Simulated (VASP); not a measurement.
Sc2Ta3O, 6 atoms in the cell. The structure is tetragonal, space group P-4m2 (No. 115). Conventional cell: a = 2.981 Å, b = 2.981 Å, c = 12.346 Å, α = 90.00°, β = 90.00°, γ = 90.00°. Sc (site symmetry 2mm) has 4 Sc at 2.98 Å and 6 Ta at 3.03 to 3.23 Å and 2 O at 3.23 Å within 3.9 Å. Ta (site symmetry 2mm) has 8 Ta at 2.98 to 3.08 Å and 4 Sc at 3.03 Å within 3.9 Å. Ta (site symmetry -4m2) has 4 O at 2.11 Å within 2.8 Å. O (site symmetry -4m2) has 4 Ta at 2.11 Å within 2.8 Å. The cell was built from a structure type or drawn by symmetry, and may not be a known phase.

* Program: VASP 6.6.1
* Task: single point
* Functional: PBE
* Potentials or basis: VASP PAW PBE potentials, release 64 (Sc_sv, Ta_pv, O)
* Cutoff: 520 eV
* k mesh: 6 × 6 × 2
* Occupations: gaussian, width 0.1 eV
* Spin: no spin polarisation
* Dipole correction: no
* Further INCAR settings: ALGO = Normal; EDIFF = 1e-06; NBANDS = 40

Potentials or basis: VASP PAW PBE potentials, release 64 (Sc_sv, Ta_pv, O).

Run with:

```sh
$ cat potpaw_PBE.64/Sc_sv/POTCAR potpaw_PBE.64/Ta_pv/POTCAR potpaw_PBE.64/O/POTCAR > POTCAR
$ mpirun -np 1 vasp_std > vasp.out
```

Hardware: 1 thread of Intel(R) Xeon(R) Platinum 8488C (Sapphire Rapids), with other jobs on the host.

Task: How long does it take, and how much memory?

Result: Wall time 65 s on 1 thread of Intel(R) Xeon(R) Platinum 8488C (Sapphire Rapids), with other jobs on the host, peak memory 0.27 GiB. Counts: scf iterations 17, k points 20.
